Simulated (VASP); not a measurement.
# CdTe (F-43m) in VASP: further runs

CdTe is run at these levels: PBE, PBEsol, LDA; tasks: relaxation of cell and atoms.

Program: VASP 6.6.1. These are calculated values, not measurements. Logs are shortened: lines on timing, memory, paths and dates and some standing lists are left out, and cuts for length are marked.

## (1) The cell of the first run

Symmetry: F-43m, No. 216, cubic system. Conventional cell: a = 6.410 Å, b = 6.410 Å, c = 6.410 Å, α = 90.00°, β = 90.00°, γ = 90.00°. Within 3.7 Å of Cd (site symmetry -43m) lie 4 Te at 2.78 Å. Within 3.7 Å of Te (site symmetry -43m) lie 4 Cd at 2.78 Å.

## (2) Relaxation of cell and atoms, PBE

The input, INCAR:

```
SYSTEM = CdTe
PREC = Accurate
ENCUT = 600
EDIFF = 1E-6
ISMEAR = -1
SIGMA = 0.02
LREAL = .False.
LASPH = .True.
NELM = 100
ALGO = Normal
ISIF = 3
LWAVE = .False.
LCHARG = .False.
GGA = PE
IBRION = 2
NSW = 80
EDIFFG = -0.005
```

The input, KPOINTS:

```
Automatic mesh
0
Gamma
  6 6 6
  0 0 0
```

The input, POSCAR:

```
CdTe
1.0
    0.0000000000      3.2050000000      3.2050000000
    3.2050000000      0.0000000000      3.2050000000
    3.2050000000      3.2050000000      0.0000000000
Cd Te
1 1
Direct
    0.0000000000      0.0000000000      0.0000000000
    0.2500000000      0.2500000000      0.2500000000
```

Potentials or basis: VASP PAW PBE potentials, release 64 (Cd, Te).

Launch:

```bash
cat potpaw_PBE.64/Cd/POTCAR potpaw_PBE.64/Te/POTCAR > POTCAR
mpirun -np 1 vasp_std > vasp.out
```

OUTCAR:

```text
SYSTEM = CdTe
   PREC = Accurate
   ENCUT = 600
   EDIFF = 1E-6
   ISMEAR = -1
   LREAL = .False.
   LASPH = .True.
   NELM = 100
   ISIF = 3
   GGA = PE
   IBRION = 2
   NSW = 80
   EDIFFG = -0.005

 ion  position               nearest neighbor table
   1  0.000  0.000  0.000-   2 2.78   2 2.78   2 2.78   2 2.78
   2  0.250  0.250  0.250-   1 2.78   1 2.78   1 2.78   1 2.78

  LATTYP: Found a face centered cubic cell.
 ALAT       =     6.4100000000

  Lattice vectors:

 A1 = (   0.0000000000,   3.2050000000,   3.2050000000)
 A2 = (   3.2050000000,   0.0000000000,   3.2050000000)
 A3 = (   3.2050000000,   3.2050000000,   0.0000000000)

Analysis of symmetry for initial positions (statically):
=====================================================================
 Subroutine PRICEL returns:
 Original cell was already a primitive cell.

 Routine SETGRP: Setting up the symmetry group for a
 face centered cubic supercell.

 Subroutine GETGRP returns: Found 24 space group operations
 (whereof 24 operations were pure point group operations)
 out of a pool of 48 trial point group operations.

The static configuration has the point symmetry T_d .

Analysis of symmetry for dynamics (positions and initial velocities):
=====================================================================
 Subroutine PRICEL returns:
 Original cell was already a primitive cell.

 Routine SETGRP: Setting up the symmetry group for a
 face centered cubic supercell.

 Subroutine GETGRP returns: Found 24 space group operations
 (whereof 24 operations were pure point group operations)
 out of a pool of 48 trial point group operations.

The dynamic configuration has the point symmetry T_d .

 Subroutine INISYM returns: Found 24 space group operations
 (whereof 24 operations are pure point group operations),
 and found     1 'primitive' translations

----------------------------------------------------------------------------------------

                                     Primitive cell

  volume of cell :      65.8437

  direct lattice vectors                    reciprocal lattice vectors
     0.000000000  3.205000000  3.205000000    -0.156006240  0.156006240  0.156006240
     3.205000000  0.000000000  3.205000000     0.156006240 -0.156006240  0.156006240
     3.205000000  3.205000000  0.000000000     0.156006240  0.156006240 -0.156006240

  length of vectors
     4.532554467  4.532554467  4.532554467     0.270210734  0.270210734  0.270210734

  position of ions in fractional coordinates (direct lattice)
     0.000000000  0.000000000  0.000000000
     0.250000000  0.250000000  0.250000000

  ion indices of the primitive-cell ions
   primitive index   ion index
                 1           1
                 2           2

----------------------------------------------------------------------------------------

 KPOINTS: Automatic mesh

Automatic generation of k-mesh.
 Grid dimensions read from file:
 generate k-points for:    6    6    6

 Generating k-lattice:

  Cartesian coordinates                     Fractional coordinates (reciprocal lattice)
    -0.026001040  0.026001040  0.026001040     0.166666667  0.000000000  0.000000000
     0.026001040 -0.026001040  0.026001040     0.000000000  0.166666667  0.000000000
     0.026001040  0.026001040 -0.026001040     0.000000000  0.000000000  0.166666667

  Length of vectors
     0.045035122  0.045035122  0.045035122

  Shift w.r.t. Gamma in fractional coordinates (k-lattice)
     0.000000000  0.000000000  0.000000000

 Subroutine IBZKPT returns following result:
 ===========================================

 Found     16 irreducible k-points:

 Following reciprocal coordinates:
            Coordinates               Weight
  0.000000  0.000000  0.000000      1.000000
  0.166667  0.000000  0.000000      8.000000
  0.333333  0.000000  0.000000      8.000000
  0.500000  0.000000  0.000000      4.000000
  0.166667  0.166667  0.000000      6.000000
  0.333333  0.166667  0.000000     24.000000
[... 8 lines left out ...]
 -0.333333  0.333333  0.166667     24.000000
 -0.333333  0.500000  0.166667     12.000000
   k-points           NKPTS =     16   k-points in BZ     NKDIM =     16   number of bands    NBANDS=     13
   number of dos      NEDOS =    301   number of ions     NIONS =      2
   total plane-waves  NPLWV =  46656
   dimension x,y,z NGX =    36 NGY =   36 NGZ =   36
   dimension x,y,z NGXF=    72 NGYF=   72 NGZF=   72
   ions per type =               1   1
   NGX,Y,Z   is equivalent  to a cutoff of  13.20, 13.20, 13.20 a.u.
   NGXF,Y,Z  is equivalent  to a cutoff of  26.41, 26.41, 26.41 a.u.
 SYSTEM =  CdTe
   PREC   = accura    normal or accurate (medium, high low for compatibility)
   ISTART =      0    job   : 0-new  1-cont  2-samecut
   ICHARG =      2    charge: 1-file 2-atom 10-const
   ISPIN  =      1    spin polarized calculation?
   LNONCOLLINEAR =      F non collinear calculations
   LSORBIT =      F    spin-orbit coupling
   LASPH  =      T    aspherical Exc in radial PAW
   ENCUT  =  600.0 eV  44.10 Ry    6.64 a.u.   9.05  9.05  9.05*2*pi/ulx,y,z
   NELM   =    100;   NELMIN=  2; NELMDL= -5     # of ELM steps
   EDIFF  = 0.1E-05   stopping-criterion for ELM
   LREAL  =      F    real-space projection
   EDIFFG = -.5E-02   stopping-criterion for IOM
   NSW    =     80    number of steps for IOM
   IBRION =      2    ionic relax: 0-MD 1-quasi-New 2-CG
   NFREE  =      1    steps in history (QN), initial steepest desc. (CG)
   ISIF   =      3    stress and relaxation
   ISYM   =      2    0-nonsym 1-usesym 2-fastsym
   POTIM  = 0.5000    time-step for ionic-motion
   TEBEG  =    0.0;   TEEND  =   0.0 temperature during run
   PSTRESS=    0.0 pullay stress
   NELECT =      18.0000    total number of electrons
   NUPDOWN=      -1.0000    fix difference up-down
   EMIN   =  10.00;   EMAX   =-10.00  energy-range for DOS
   EFERMI =   0.00;   METHOD = LEGACY
   ISMEAR =    -1;   SIGMA  =   0.02  broadening in eV -4-tet -1-fermi 0-gaus
   EFERMI_NEDOS =   21; number of points for ismear=-14 and -15
   IALGO  =     38    algorithm
   IMIX   =      4    mixing-type and parameters
     AMIX     =   0.40;   BMIX     =  1.00
     AMIX_MAG =   1.60;   BMIX_MAG =  1.00
  volume/ion in A,a.u.               =      32.92       222.17
  Fermi-wavevector in a.u.,A,eV,Ry     =   1.062497  2.007828 15.359610  1.128899
  Thomas-Fermi vector in A             =   2.197950
   LORBIT       =      0    0 simple, 1 ext, 2 COOP (PROOUT), +10 PAW based schemes
   GGA     = PE    functional components
   LHFCALC =     F    Hartree Fock is set to
   AEXX    =    0.0000 exact exchange contribution
   IVDW    =     0    specifies the selected vdW correction
   LEPSILON=     F    determine dielectric tensor
   LRPA    =     F    only Hartree local field effects (RPA)
 conjugate gradient relaxation of ions
 non-spin polarized calculation
  energy-cutoff  :      600.00
  volume of cell :       65.84
 maximum number of plane-waves:      2215
   NGX = 19   NGY = 19   NGZ = 19

--------------------------------------- Ionic step        1  -------------------------------------------

 number of electron      17.9999995 magnetization

 Free energy of the ion-electron system (eV)
  ---------------------------------------------------
  ext. energy  EPLUGINS =         0.00000000
  ---------------------------------------------------
  free energy    TOTEN  =        -4.72081575 eV

  energy without entropy =       -4.72081575  energy(sigma->0) =       -4.72081575

------------------------ aborting loop because EDIFF is reached ----------------------------------------

  FORCE on cell =-STRESS in cart. coord.  units (eV):
  Direction    XX          YY          ZZ          XY          YZ          ZX
  --------------------------------------------------------------------------------------
  -------------------------------------------------------------------------------------
  Total        1.7965984      1.7965984      1.7965984     -0.0000000      0.0000000     -0.0000000
  in kB       43.7167120     43.7167120     43.7167120     -0.0000000      0.0000000     -0.0000000
  external PRESSURE =      43.7167120 kB  Pullay stress =       0.0000000 kB

 VOLUME and BASIS-vectors are now :
 -----------------------------------------------------------------------------
  energy-cutoff  :      600.00
  volume of cell :       65.84
      direct lattice vectors                 reciprocal lattice vectors
     0.000000000  3.205000000  3.205000000    -0.156006240  0.156006240  0.156006240
     3.205000000  0.000000000  3.205000000     0.156006240 -0.156006240  0.156006240
     3.205000000  3.205000000  0.000000000     0.156006240  0.156006240 -0.156006240
[... 37 lines left out ...]
 POSITION                                       TOTAL-FORCE (eV/Angst)
 -----------------------------------------------------------------------------------
      6.68779      6.68779      6.68779        -0.000000     -0.000000     -0.000000
      1.67195      1.67195      1.67195         0.000000      0.000000      0.000000
 -----------------------------------------------------------------------------------
    total drift:                               -0.000000     -0.000000     -0.000000

  FREE ENERGIE OF THE ION-ELECTRON SYSTEM (eV)
  ---------------------------------------------------
  free  energy   TOTEN  =        -4.7990604244 eV

  energy  without entropy=       -4.7990603830  energy(sigma->0) =       -4.79906040

--------------------------------------- Ionic step        3  -------------------------------------------

 number of electron      18.0000006 magnetization

 Free energy of the ion-electron system (eV)
  ---------------------------------------------------
  ext. energy  EPLUGINS =         0.00000000
  ---------------------------------------------------
  free energy    TOTEN  =        -4.80541455 eV

  energy without entropy =       -4.80541455  energy(sigma->0) =       -4.80541455

 E-fermi :   2.0805     XC(G=0):  -8.2974

 val. band max:        1.7824323310   @ k =   0.0000   0.0000   0.0000
 cond. band min:       2.3568126619   @ k =   0.0000   0.0000   0.0000
 fundamental gap:      0.5743803309
 Fermi energy:         2.0805230363

 k-point     1 :       0.0000    0.0000    0.0000
  band No.  band energies     occupation
      1      -9.0396      2.00000
      2      -6.3060      2.00000
      3      -6.3060      2.00000
      4      -6.3060      2.00000
      5      -6.0910      2.00000
      6      -6.0910      2.00000
      7       1.7824      2.00000
      8       1.7824      2.00000
      9       1.7824      2.00000
     10       2.3568      0.00000
     11       6.4199      0.00000
     12       6.4199      0.00000
     13       6.4199      0.00000

 k-point     2 :       0.1667    0.0000    0.0000
  band No.  band energies     occupation
      1      -8.9543      2.00000
      2      -6.2907      2.00000
      3      -6.2907      2.00000
      4      -6.2292      2.00000
      5      -6.0918      2.00000
      6      -6.0918      2.00000
      7       0.1241      2.00000
      8       1.5836      2.00000
      9       1.5836      2.00000
     10       3.4797      0.00000
     11       6.4775      0.00000
[... 246 lines left out ...]
 POSITION                                       TOTAL-FORCE (eV/Angst)
 -----------------------------------------------------------------------------------
      0.00000      0.00000      0.00000        -0.000000      0.000000      0.000000
      1.65576      1.65576      1.65576         0.000000     -0.000000     -0.000000
 -----------------------------------------------------------------------------------
    total drift:                               -0.000000     -0.000000     -0.000001

  FREE ENERGIE OF THE ION-ELECTRON SYSTEM (eV)
  ---------------------------------------------------
  free  energy   TOTEN  =        -4.8054145536 eV

  energy  without entropy=       -4.8054145479  energy(sigma->0) =       -4.80541455

 reached required accuracy - stopping structural energy minimisation
```

Run time: 42 s. Hardware: 1 thread of Intel Xeon 6455B, shared host; peak memory 0.22 GiB.

What came out:

```
Free energy                            : -4.8054 eV
Relaxed volume                         : 36.31 Å³/atom
Relaxed cell                           : a = 4.683 Å, b = 4.683 Å, c = 4.683 Å, α = 60.00°, β = 60.00°, γ = 60.00°
Space group after relaxing (to 0.05 Å) : F-43m (No. 216)
Energy gained by relaxing              : 42.3 meV/atom
Ionic steps                            : 3
Pressure after relaxing                : 0.0 GPa
Band gap on the k mesh                 : 0.57 eV, direct
```

Step by step:
```tsv
step	energy change (eV)	largest force (eV/Å)	pressure (GPa)	volume (Å³)
1	0.0000	0.0000	4.37	65.84
2	-0.0782	0.0000	-0.94	74.78
3	-0.0846	0.0000	0.02	72.63
```

Final structure:
```yaml
crystal:
  lattice:
    - [0.00000, 3.31153, 3.31153]
    - [3.31153, 0.00000, 3.31153]
    - [3.31153, 3.31153, 0.00000]
  atoms:
    - { symbol: Cd, position: [0.00000, 0.00000, 0.00000] }
    - { symbol: Te, position: [0.25000, 0.25000, 0.25000] }
```

Caveat: spin-orbit coupling is left out, which moves the levels of the heavy elements; the volume moved by +10 % from the deposited cell, more than functionals usually miss. PBE usually gives volumes a little too large and moduli too small.

## (3) Relaxation of cell and atoms, PBEsol

This run uses another cell than the first one, of 36.23 Å³/atom, 1.101 times its volume.

INCAR, as its differences from that of step 2:

```diff
@@ -8,3 +8,3 @@
 LASPH = .True.
-NELM = 100
+NELM = 80
 ALGO = Normal
@@ -13,3 +13,3 @@
 LCHARG = .False.
-GGA = PE
+GGA = PS
 IBRION = 2
```

KPOINTS is that of step 2.

The input, POSCAR:

```
CdTe
1.0
    0.0000000000      3.3090599748      3.3090599748
    3.3090599748      0.0000000000      3.3090599748
    3.3090599748      3.3090599748      0.0000000000
Cd Te
1 1
Direct
    0.0000000000      0.0000000000      0.0000000000
    0.2500000000      0.2500000000      0.2500000000
```

Potentials or basis: VASP PAW PBE potentials, release 64 (Cd, Te).

Launch:

```bash
cat potpaw_PBE.64/Cd/POTCAR potpaw_PBE.64/Te/POTCAR > POTCAR
mpirun -np 1 vasp_std > vasp.out
```

It took 63 s on 1 thread of Intel Xeon 6455B, shared host; peak memory 0.24 GiB.

The run converged. Its results:

```
Free energy                            : -5.4846 eV
Relaxed volume                         : 34.27 Å³/atom
Relaxed cell                           : a = 4.594 Å, b = 4.594 Å, c = 4.594 Å, α = 60.00°, β = 60.00°, γ = 60.00°
Space group after relaxing (to 0.05 Å) : F-43m (No. 216)
Energy gained by relaxing              : 13.0 meV/atom
Ionic steps                            : 3
Pressure after relaxing                : 0.0 GPa
Band gap on the k mesh                 : 0.64 eV, direct
```

Step by step:
| step | energy change (eV) | largest force (eV/Å) | pressure (GPa) | volume (Å³) |
| --- | --- | --- | --- | --- |
| 1 | 0.0000 | 0.0000 | -2.01 | 72.47 |
| 2 | -0.0250 | 0.0000 | 0.47 | 67.80 |
| 3 | -0.0261 | 0.0000 | 0.01 | 68.54 |

Final structure:
```cif
data_structure
_symmetry_space_group_name_H-M 'P 1'
_symmetry_Int_Tables_number 1
_cell_length_a 4.5936
_cell_length_b 4.5936
_cell_length_c 4.5936
_cell_angle_alpha 60.000
_cell_angle_beta 60.000
_cell_angle_gamma 60.000
_cell_volume 68.54
loop_
_atom_site_label
_atom_site_type_symbol
_atom_site_fract_x
_atom_site_fract_y
_atom_site_fract_z
_atom_site_occupancy
Cd1 Cd 0.00000 0.00000 0.00000 1
Te1 Te 0.25000 0.25000 0.25000 1
```

Levels at points of the mesh, in eV from the valence-band top:
```
           k point  band 7  band 8  band 9  band 10  band 11  band 12
(0.00, 0.00, 0.00)    0.00    0.00    0.00     0.64     4.55     4.55
(0.50, 0.00, 0.00)   -4.44   -0.77   -0.77     1.72     5.13     5.13
(0.50, 0.50, 0.00)   -4.32   -1.86   -1.86     2.50     2.60     8.68
```

Caveat: the PAW data sets were made with another functional, which shifts forces and pressure a little; spin-orbit coupling is left out, which moves the levels of the heavy elements.

## (4) Relaxation of cell and atoms, LDA

This run uses another cell than the first one, of 36.23 Å³/atom, 1.101 times its volume.

The input, INCAR:

```
PREC = Accurate
ENCUT = 600
EDIFF = 1E-6
ISMEAR = -1
SIGMA = 0.02
LREAL = F
LASPH = T
NELM = 100
ALGO = Normal
ISIF = 3
LWAVE = F
LCHARG = F
GGA = CA
IBRION = 2
NSW = 80
EDIFFG = -0.005
```

The input, KPOINTS:

```
Automatic mesh
0
Gamma
  6 6 6
```

POSCAR is that of step 3.

Potentials or basis: VASP PAW LDA potentials, release 64 (Cd, Te).

Launch:

```bash
cat potpaw_LDA.64/Cd/POTCAR potpaw_LDA.64/Te/POTCAR > POTCAR
mpirun -np 1 vasp_std > vasp.out
```

Wall time 51 s (1 thread of Intel Xeon 6455B, shared host); peak memory 0.2 GiB.

The run converged. Its results:

| Property | Result |
| --- | --- |
| Free energy | -6.0458 eV |
| Relaxed volume | 33.08 Å³/atom |
| Relaxed cell | a = 4.540 Å, b = 4.540 Å, c = 4.540 Å, α = 60.00°, β = 60.00°, γ = 60.00° |
| Space group after relaxing (to 0.05 Å) | F-43m (No. 216) |
| Energy gained by relaxing | 36.3 meV/atom |
| Ionic steps | 3 |
| Pressure after relaxing | 0.0 GPa |
| Band gap on the k mesh | 0.64 eV, direct |

Step by step:
```
step  energy change (eV)  largest force (eV/Å)  pressure (GPa)  volume (Å³)
   1              0.0000                0.0000           -3.38        72.47
   2             -0.0680                0.0000            1.07        64.75
   3             -0.0726                0.0000            0.01        66.16
```

Final structure:
```yaml
crystal:
  lattice:
    - [0.00000, 3.21014, 3.21014]
    - [3.21014, 0.00000, 3.21014]
    - [3.21014, 3.21014, 0.00000]
  atoms:
    - { symbol: Cd, position: [0.00000, 0.00000, 0.00000] }
    - { symbol: Te, position: [0.25000, 0.25000, 0.25000] }
```

Levels at points of the mesh, in eV from the valence-band top:
| k point | band 7 | band 8 | band 9 | band 10 | band 11 | band 12 |
| --- | --- | --- | --- | --- | --- | --- |
| (0.00, 0.00, 0.00) | 0.00 | 0.00 | 0.00 | 0.64 | 4.48 | 4.48 |
| (0.50, 0.00, 0.00) | -4.67 | -0.83 | -0.83 | 1.68 | 5.08 | 5.08 |
| (0.50, 0.50, 0.00) | -4.52 | -1.99 | -1.99 | 2.38 | 2.54 | 8.79 |

Caveat: spin-orbit coupling is left out, which moves the levels of the heavy elements. LDA usually gives volumes a few per cent too small.

## (5) The runs side by side

```csv
level,potentials or basis,cell,gap on the mesh (eV),pressure (GPa),relaxed volume (Å³/atom)
PBE,"VASP PAW PBE potentials, release 64 (Cd, Te)","relaxed from a = 4.533 Å, angles 60.0°, 2 atoms",0.57,0.0,36.31
PBEsol,"VASP PAW PBE potentials, release 64 (Cd, Te)","relaxed from a = 4.680 Å, angles 60.0°, 2 atoms",0.64,0.0,34.27
LDA,"VASP PAW LDA potentials, release 64 (Cd, Te)","relaxed from a = 4.680 Å, angles 60.0°, 2 atoms",0.64,0.0,33.08
```

Alike in all rows: task relaxation of cell and atoms; no spin polarisation; k mesh 6 × 6 × 6; cutoff (eV) 600; smearing fermi-dirac 0.02 eV.

Caveats: spin-orbit coupling is left out, which moves the levels of the heavy elements; the volume moved by +10 % from the deposited cell, more than functionals usually miss (some runs); the PAW data sets were made with another functional, which shifts forces and pressure a little (some runs).

Absolute energies hang on the potentials; compare differences alone.
